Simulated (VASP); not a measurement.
# TaN (P4/nmm) in VASP: a series of runs

Runs on TaN. Level: PBE. Tasks: single point.

All numbers are computed with VASP 6.6.1; they aren't measurements. Logs are shortened: lines on timing, memory, paths and dates and some standing lists are left out, and cuts for length are marked.

### 1 The cell of the first run

The structure is tetragonal, space group P4/nmm (No. 129). Conventional cell: a = 3.399 Å, b = 3.399 Å, c = 4.977 Å, α = 90.00°, β = 90.00°, γ = 90.00°. Ta (site symmetry -4m2) has 4 N at 2.16 Å and 4 Ta at 2.40 Å within 2.9 Å. N (site symmetry 4mm) has 4 Ta at 2.16 Å within 2.9 Å.

### 2 Single point, PBE

Contents of INCAR:

```
PREC = Accurate
ENCUT = 520
EDIFF = 1E-6
ISMEAR = -1
SIGMA = 0.05
LREAL = False
LASPH = True
NELM = 100
ALGO = Normal
ISIF = 2
LWAVE = False
LCHARG = False
GGA = PE
NBANDS = 24
```

Contents of KPOINTS:

```
regular mesh
0
Gamma
  8 8 6
```

Contents of POSCAR:

```
TaN
1.0
    3.3991219400      0.0000000000      0.0000000000
    0.0000000000      3.3991219400      0.0000000000
    0.0000000000      0.0000000000      4.9769636900
Ta N
2 2
Direct
    0.0000000000      0.0000000000      0.0000000000
    0.5000000000      0.5000000000      0.0000000000
    0.5000000000      0.0000000000      0.2670000000
    0.0000000000      0.5000000000      0.7330000000
```

Potentials or basis: VASP PAW PBE potentials, release 64 (Ta_pv, N).

The run is started by

```bash
cat potpaw_PBE.64/Ta_pv/POTCAR potpaw_PBE.64/N/POTCAR > POTCAR
mpirun -np 1 vasp_std > vasp.out
```

OUTCAR:

```text
PREC = Accurate
   ENCUT = 520
   EDIFF = 1E-6
   ISMEAR = -1
   LREAL = False
   LASPH = True
   NELM = 100
   ISIF = 2
   GGA = PE

 ion  position               nearest neighbor table
   1  0.000  0.000  0.000-   3 2.16   4 2.16   4 2.16   3 2.16   2 2.40   2 2.40   2 2.40   2 2.40

   2  0.500  0.500  0.000-   3 2.16   4 2.16   3 2.16   4 2.16   1 2.40   1 2.40   1 2.40   1 2.40

   3  0.500  0.000  0.267-   1 2.16   2 2.16   2 2.16   1 2.16
   4  0.000  0.500  0.733-   1 2.16   2 2.16   1 2.16   2 2.16

  LATTYP: Found a simple tetragonal cell.
 ALAT       =     3.3991219400
 C/A-ratio  =     1.4641909816

  Lattice vectors:

 A1 = (   3.3991219400,   0.0000000000,   0.0000000000)
 A2 = (   0.0000000000,   3.3991219400,   0.0000000000)
 A3 = (   0.0000000000,   0.0000000000,   4.9769636900)

Analysis of symmetry for initial positions (statically):
=====================================================================
 Subroutine PRICEL returns:
 Original cell was already a primitive cell.

 Routine SETGRP: Setting up the symmetry group for a
 simple tetragonal supercell.

 Subroutine GETGRP returns: Found 16 space group operations
 (whereof  8 operations were pure point group operations)
 out of a pool of 16 trial point group operations.

The static configuration has the point symmetry D_2d.
 The point group associated with its full space group is D_4h.

Analysis of symmetry for dynamics (positions and initial velocities):
=====================================================================
 Subroutine PRICEL returns:
 Original cell was already a primitive cell.

 Routine SETGRP: Setting up the symmetry group for a
 simple tetragonal supercell.

 Subroutine GETGRP returns: Found 16 space group operations
 (whereof  8 operations were pure point group operations)
 out of a pool of 16 trial point group operations.

The dynamic configuration has the point symmetry D_2d.
 The point group associated with its full space group is D_4h.

 Subroutine INISYM returns: Found 16 space group operations
 (whereof  8 operations are pure point group operations),
 and found     1 'primitive' translations

----------------------------------------------------------------------------------------

                                     Primitive cell

  volume of cell :      57.5040

[... 84 lines left out ...]
   ISTART =      0    job   : 0-new  1-cont  2-samecut
   ICHARG =      2    charge: 1-file 2-atom 10-const
   ISPIN  =      1    spin polarized calculation?
   LNONCOLLINEAR =      F non collinear calculations
   LSORBIT =      F    spin-orbit coupling
   LASPH  =      T    aspherical Exc in radial PAW
   ENCUT  =  520.0 eV  38.22 Ry    6.18 a.u.   6.32  6.32  9.25*2*pi/ulx,y,z
   NELM   =    100;   NELMIN=  2; NELMDL= -5     # of ELM steps
   EDIFF  = 0.1E-05   stopping-criterion for ELM
   LREAL  =      F    real-space projection
   EDIFFG = 0.1E-04   stopping-criterion for IOM
   NSW    =      0    number of steps for IOM
   IBRION =     -1    ionic relax: 0-MD 1-quasi-New 2-CG
   NFREE  =      0    steps in history (QN), initial steepest desc. (CG)
   ISIF   =      2    stress and relaxation
   ISYM   =      2    0-nonsym 1-usesym 2-fastsym
   POTIM  = 0.5000    time-step for ionic-motion
   TEBEG  =    0.0;   TEEND  =   0.0 temperature during run
   PSTRESS=    0.0 pullay stress
   NELECT =      32.0000    total number of electrons
   NUPDOWN=      -1.0000    fix difference up-down
   EMIN   =  10.00;   EMAX   =-10.00  energy-range for DOS
   EFERMI =   0.00;   METHOD = LEGACY
   ISMEAR =    -1;   SIGMA  =   0.05  broadening in eV -4-tet -1-fermi 0-gaus
   EFERMI_NEDOS =   21; number of points for ismear=-14 and -15
   IALGO  =     38    algorithm
   IMIX   =      4    mixing-type and parameters
     AMIX     =   0.40;   BMIX     =  1.00
     AMIX_MAG =   1.60;   BMIX_MAG =  1.00
  volume/ion in A,a.u.               =      14.38        97.01
  Fermi-wavevector in a.u.,A,eV,Ry     =   1.346559  2.544628 24.670385  1.813222
  Thomas-Fermi vector in A             =   2.474381
   LORBIT       =      0    0 simple, 1 ext, 2 COOP (PROOUT), +10 PAW based schemes
   GGA     = PE    functional components
   LHFCALC =     F    Hartree Fock is set to
   AEXX    =    0.0000 exact exchange contribution
   IVDW    =     0    specifies the selected vdW correction
   LEPSILON=     F    determine dielectric tensor
   LRPA    =     F    only Hartree local field effects (RPA)
 non-spin polarized calculation
  energy-cutoff  :      520.00
  volume of cell :       57.50
 maximum number of plane-waves:      1570
 NGX is ok and might be reduce to    28
   NGX = 13   NGY = 13   NGZ = 19

 number of electron      32.0000000 magnetization

 Free energy of the ion-electron system (eV)
  ---------------------------------------------------
  ext. energy  EPLUGINS =         0.00000000
  ---------------------------------------------------
  free energy    TOTEN  =       -36.03507801 eV

  energy without entropy =      -36.01274967  energy(sigma->0) =      -36.02391384

 E-fermi :   3.7273     XC(G=0): -11.0620

 val. band max:        3.7240296507   @ k =   0.5000   0.0000   0.0000
 cond. band min:       3.7358899816   @ k =   0.5000   0.5000   0.0000
 fundamental gap:      0.0118603308
 Fermi energy:         3.7272600300

 k-point     1 :       0.0000    0.0000    0.0000
  band No.  band energies     occupation
      1     -31.8401      2.00000
      2     -31.8401      2.00000
      3     -30.7892      2.00000
      4     -29.7729      2.00000
      5     -28.9442      2.00000
      6     -28.9442      2.00000
[... 637 lines left out ...]
     23      10.2057      0.00000
     24      10.2057      0.00000

 [... further k-points ...]
[... 5 lines left out ...]
  --------------------------------------------------------------------------------------
  -------------------------------------------------------------------------------------
  Total       24.2180142     24.2180142     -6.4584860      0.0000000     -0.0000000      0.0000000
  in kB      674.7628295    674.7628295   -179.9464747      0.0000000     -0.0000000      0.0000000
  external PRESSURE =     389.8597281 kB  Pullay stress =       0.0000000 kB

 VOLUME and BASIS-vectors are now :
 -----------------------------------------------------------------------------
  energy-cutoff  :      520.00
  volume of cell :       57.50
      direct lattice vectors                 reciprocal lattice vectors
     3.399121940  0.000000000  0.000000000     0.294193623  0.000000000  0.000000000
     0.000000000  3.399121940  0.000000000     0.000000000  0.294193623  0.000000000
     0.000000000  0.000000000  4.976963690     0.000000000  0.000000000  0.200925717

 POSITION                                       TOTAL-FORCE (eV/Angst)
 -----------------------------------------------------------------------------------
      0.00000      0.00000      0.00000         0.000000      0.000000      0.000000
      1.69956      1.69956      0.00000         0.000000     -0.000000      0.000000
      1.69956      0.00000      1.32885         0.000000      0.000000     -2.594398
      0.00000      1.69956      3.64811         0.000000     -0.000000      2.594398
 -----------------------------------------------------------------------------------
    total drift:                                0.000000      0.000000     -0.000000

  FREE ENERGIE OF THE ION-ELECTRON SYSTEM (eV)
  ---------------------------------------------------
  free  energy   TOTEN  =       -36.0350780096 eV

  energy  without entropy=      -36.0127496651  energy(sigma->0) =      -36.02391384
```

stdout:

```text
POSCAR found type information on POSCAR TaN
 POSCAR found :  2 types and       4 ions
 scaLAPACK will be used
 LDA part: xc-table for (Slater+PW92), standard interpolation
 POSCAR, INCAR and KPOINTS ok, starting setup
 FFT: planning ... GRIDC
 FFT: planning ... GRID_SOFT
 FFT: planning ... GRID
 WAVECAR not read
 entering main loop
```

Wall time 33 s (1 thread of Intel Xeon 6975P-C (Granite Rapids), shared host); peak memory 0.21 GiB.

What came out:

```
Free energy            : -36.0351 eV
Pressure               : 39.0 GPa
Largest force          : 2.594 eV/Å
Band gap on the k mesh : zero (band 16 reaches 5.10 eV, above the bottom of band 17 at 3.04 eV)
```

Forces on the atoms (eV/Å):
```
Ta   0.000  0.000  0.000
Ta   0.000  0.000  0.000
N    0.000  0.000 -2.594
N    0.000  0.000  2.594
```

Levels at points of the mesh, in eV from the Fermi level:
```tsv
k point	band 13	band 14	band 15	band 16	band 17	band 18	band 19	band 20
(0.00, 0.00, 0.00)	-4.33	-2.09	-2.09	0.53	1.52	2.17	3.58	5.54
(0.50, 0.00, 0.00)	-3.20	-3.20	0.00	0.00	1.41	1.41	2.64	2.64
(0.50, 0.50, 0.00)	-2.33	-2.33	-1.65	-1.65	0.01	0.01	3.70	3.70
(0.00, 0.00, 0.50)	-4.33	-1.82	-1.82	1.37	1.45	2.34	3.97	5.40
(0.50, 0.00, 0.50)	-3.45	-3.45	0.17	0.17	1.41	1.41	2.58	2.58
(0.50, 0.50, 0.50)	-2.31	-2.31	-1.28	-1.28	-0.65	-0.65	3.28	3.28
```

Caveat: spin-orbit coupling is left out, which moves the levels of the heavy elements; forces of over 1 eV/Å act on the atoms, so gaps and moduli don't describe the material at rest.

[end of part 1 of 2]
